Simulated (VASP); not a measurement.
# Si (Pm-3m) in VASP: single point with PBEsol

Aim: the single point of Si with PBEsol.

All numbers are computed with VASP 6.6.1; they aren't measurements. Logs are shortened: lines on timing, memory, paths and dates and some standing lists are left out, and cuts for length are marked.

## 1. The cell of the first run

It takes space group Pm-3m (No. 221, cubic). Conventional cell: a = 2.516 Å, b = 2.516 Å, c = 2.516 Å, α = 90.00°, β = 90.00°, γ = 90.00°. Within 3.3 Å of Si (site symmetry m-3m) lie 6 Si at 2.52 Å.

## 2. Single point, PBEsol

Input file INCAR:

```
PREC = Accurate ; ENCUT = 520
EDIFF = 1E-6 ; ISMEAR = -1
SIGMA = 0.13605693000000002 ; LREAL = False
LASPH = True ; NELM = 80
ALGO = Normal ; ISIF = 2
LWAVE = False ; LCHARG = True
GGA = PS ; LELF = True
LVHAR = True ; NBANDS = 8
```

Input file KPOINTS:

```
Automatic mesh
0
Gamma
  13 13 13
```

Input file POSCAR:

```
Si
1.0
    2.5155299946      0.0000000000      0.0000000000
    0.0000000000      2.5155299946      0.0000000000
    0.0000000000      0.0000000000      2.5155299946
Si
1
Direct
    0.0000000000      0.0000000000      0.0000000000
```

Potentials or basis: VASP PAW PBE potentials, release 64 (Si).

Run with:

```bash
cat potpaw_PBE.64/Si/POTCAR > POTCAR
mpirun -np 1 vasp_std > vasp.out
```

OUTCAR:

```text
PREC = Accurate
   ENCUT = 520
   EDIFF = 1E-6
   ISMEAR = -1
   LREAL = False
   LASPH = True
   NELM = 80
   ISIF = 2
   GGA = PS

 ion  position               nearest neighbor table
   1  0.000  0.000  0.000-

  LATTYP: Found a simple cubic cell.
 ALAT       =     2.5155299946

  Lattice vectors:

 A1 = (   2.5155299946,   0.0000000000,   0.0000000000)
 A2 = (   0.0000000000,   2.5155299946,   0.0000000000)
 A3 = (   0.0000000000,   0.0000000000,   2.5155299946)

Analysis of symmetry for initial positions (statically):
=====================================================================
 Subroutine PRICEL returns:
 Original cell was already a primitive cell.

 Routine SETGRP: Setting up the symmetry group for a
 simple cubic supercell.

 Subroutine GETGRP returns: Found 48 space group operations
 (whereof 48 operations were pure point group operations)
 out of a pool of 48 trial point group operations.

The static configuration has the point symmetry O_h .

Analysis of symmetry for dynamics (positions and initial velocities):
=====================================================================
 Subroutine PRICEL returns:
 Original cell was already a primitive cell.

 Routine SETGRP: Setting up the symmetry group for a
 simple cubic supercell.

 Subroutine GETGRP returns: Found 48 space group operations
 (whereof 48 operations were pure point group operations)
 out of a pool of 48 trial point group operations.

The dynamic configuration has the point symmetry O_h .

 Subroutine INISYM returns: Found 48 space group operations
 (whereof 48 operations are pure point group operations),
 and found     1 'primitive' translations

----------------------------------------------------------------------------------------

                                     Primitive cell

  volume of cell :      15.9180

  direct lattice vectors                    reciprocal lattice vectors
     2.515529995  0.000000000  0.000000000     0.397530541  0.000000000  0.000000000
     0.000000000  2.515529995  0.000000000     0.000000000  0.397530541  0.000000000
     0.000000000  0.000000000  2.515529995     0.000000000  0.000000000  0.397530541

  length of vectors
     2.515529995  2.515529995  2.515529995     0.397530541  0.397530541  0.397530541

  position of ions in fractional coordinates (direct lattice)
[... 70 lines left out ...]
   ICHARG =      2    charge: 1-file 2-atom 10-const
   ISPIN  =      1    spin polarized calculation?
   LNONCOLLINEAR =      F non collinear calculations
   LSORBIT =      F    spin-orbit coupling
   LASPH  =      T    aspherical Exc in radial PAW
   ENCUT  =  520.0 eV  38.22 Ry    6.18 a.u.   4.68  4.68  4.68*2*pi/ulx,y,z
   NELM   =     80;   NELMIN=  2; NELMDL= -5     # of ELM steps
   EDIFF  = 0.1E-05   stopping-criterion for ELM
   LREAL  =      F    real-space projection
   EDIFFG = 0.1E-04   stopping-criterion for IOM
   NSW    =      0    number of steps for IOM
   IBRION =     -1    ionic relax: 0-MD 1-quasi-New 2-CG
   NFREE  =      0    steps in history (QN), initial steepest desc. (CG)
   ISIF   =      2    stress and relaxation
   ISYM   =      2    0-nonsym 1-usesym 2-fastsym
   POTIM  = 0.5000    time-step for ionic-motion
   TEBEG  =    0.0;   TEEND  =   0.0 temperature during run
   PSTRESS=    0.0 pullay stress
   NELECT =       4.0000    total number of electrons
   NUPDOWN=      -1.0000    fix difference up-down
   EMIN   =  10.00;   EMAX   =-10.00  energy-range for DOS
   EFERMI =   0.00;   METHOD = LEGACY
   ISMEAR =    -1;   SIGMA  =   0.14  broadening in eV -4-tet -1-fermi 0-gaus
   EFERMI_NEDOS =   21; number of points for ismear=-14 and -15
   IALGO  =     38    algorithm
   IMIX   =      4    mixing-type and parameters
     AMIX     =   0.40;   BMIX     =  1.00
     AMIX_MAG =   1.60;   BMIX_MAG =  1.00
  volume/ion in A,a.u.               =      15.92       107.42
  Fermi-wavevector in a.u.,A,eV,Ry     =   1.033075  1.952229 14.520745  1.067245
  Thomas-Fermi vector in A             =   2.167304
   LORBIT       =      0    0 simple, 1 ext, 2 COOP (PROOUT), +10 PAW based schemes
   GGA     = PS    functional components
   LHFCALC =     F    Hartree Fock is set to
   AEXX    =    0.0000 exact exchange contribution
   IVDW    =     0    specifies the selected vdW correction
   LEPSILON=     F    determine dielectric tensor
   LRPA    =     F    only Hartree local field effects (RPA)
 non-spin polarized calculation
  energy-cutoff  :      520.00
  volume of cell :       15.92
 maximum number of plane-waves:       449
 NGX is ok and might be reduce to    20
   NGX =  9   NGY =  9   NGZ =  9

 number of electron       4.0000000 magnetization

 Free energy of the ion-electron system (eV)
  ---------------------------------------------------
  ext. energy  EPLUGINS =         0.00000000
  ---------------------------------------------------
  free energy    TOTEN  =        -5.49241647 eV

  energy without entropy =       -5.46456341  energy(sigma->0) =       -5.47848994

 E-fermi :   8.4786     XC(G=0): -10.7608

 val. band max:        8.4450006514   @ k =   0.3846   0.3846   0.2308
 cond. band min:       8.5713869402   @ k =   0.2308   0.2308   0.0000
 fundamental gap:      0.1263862888
 Fermi energy:         8.4786461004

 k-point     1 :       0.0000    0.0000    0.0000
  band No.  band energies     occupation
      1      -4.9139      2.00000
      2      15.8940      0.00000
      3      15.8940      0.00000
      4      16.2157      0.00000
      5      16.2157      0.00000
      6      16.2157      0.00000
      7      24.1892      0.00000
      8      33.3783      0.00000
[... 243 lines left out ...]
 k-point    24 :       0.3846    0.3077    0.0000
  band No.  band energies     occupation
      1       0.3899      2.00000
      2       5.6039      2.00000
      3       9.0423      0.03126
      4      14.8187      0.00000
      5      20.4269      0.00000
      6      24.0146      0.00000
      7      25.9483      0.00000
      8      28.3600      0.00000

 [... further k-points ...]
[... 5 lines left out ...]
  --------------------------------------------------------------------------------------
  -------------------------------------------------------------------------------------
  Total        0.0279276      0.0279276      0.0279276      0.0000000      0.0000000     -0.0000000
  in kB        2.8109655      2.8109655      2.8109655      0.0000000      0.0000000     -0.0000000
  external PRESSURE =       2.8109655 kB  Pullay stress =       0.0000000 kB

 VOLUME and BASIS-vectors are now :
 -----------------------------------------------------------------------------
  energy-cutoff  :      520.00
  volume of cell :       15.92
      direct lattice vectors                 reciprocal lattice vectors
     2.515529995  0.000000000  0.000000000     0.397530541  0.000000000  0.000000000
     0.000000000  2.515529995  0.000000000     0.000000000  0.397530541  0.000000000
     0.000000000  0.000000000  2.515529995     0.000000000  0.000000000  0.397530541

 POSITION                                       TOTAL-FORCE (eV/Angst)
 -----------------------------------------------------------------------------------
      0.00000      0.00000      0.00000         0.000000      0.000000      0.000000
 -----------------------------------------------------------------------------------
    total drift:                               -0.000000     -0.000000     -0.000000

  FREE ENERGIE OF THE ION-ELECTRON SYSTEM (eV)
  ---------------------------------------------------
  free  energy   TOTEN  =        -5.4924164720 eV

  energy  without entropy=       -5.4645634090  energy(sigma->0) =       -5.47848994
```

Run time: 8 s. Hardware: 1 thread of AMD EPYC 7R13, shared host; peak memory 0.09 GiB.

Results:

```yaml
Free_energy: -5.4924 eV
Pressure: 0.3 GPa
Band_gap_on_the_k_mesh: zero (band 2 reaches 15.89 eV, above the bottom of band 3 at 6.27 eV)
```

Caveat: the PAW data sets were made with another functional, which shifts forces and pressure a little.
